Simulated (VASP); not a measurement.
Runs of VASP 6.6.1 on HfSeS4. The structure is that of space group F-43m (No. 216), or close to it. The cells are those of the table. 

| task | cell | k mesh | cutoff (eV) | gap on the mesh (eV) | pressure (GPa) | relaxed volume (Å³/atom) | largest force (eV/Å) |
| --- | --- | --- | --- | --- | --- | --- | --- |
| relaxation of cell and atoms | relaxed from a = 5.743 Å, angles 60.0°, 6 atoms | 4 × 4 × 4 | 600 | none | -0.3 | (b) | - |
| single point | a = 5.255 Å, angles 60.0°, 6 atoms | 4 × 4 × 4 | 520 | none | -0.3 | - | 0.02 |
| single point | a = 5.743 Å, angles 60.0°, 6 atoms | 4 × 4 × 4 | 520 | none | (a) | - | 0.24 |
| single point | a = 5.249 Å, angles 60.0°, 6 atoms | 10 × 10 × 10 | 520 | none | -0.5 | - | 0.01 |
| relaxation of cell and atoms | relaxed from a = 5.255 Å, angles 60.0°, 6 atoms | 10 × 10 × 10 | 600 | none | 0.0 | 16.96 | - |

Alike in all rows: level PBE; potentials or basis VASP PAW PBE potentials, release 64 (Hf_pv, Se, S); no spin polarisation; smearing gaussian 0.1 eV.

**Question.** Estimate the missing entries.

**Answer.** (a) -13.8; (b) 17.12.

Caveats: some runs use coarse meshes; spin-orbit coupling is left out, which moves the levels of the heavy elements; the volume moved by over 15 % at a fixed basis, so the end points are rough (some runs).

A k mesh can miss the band edges, and the runs leave out spin-orbit coupling on Hf, Se.

A gap of «none» marks levels without a gap at the run's occupations.
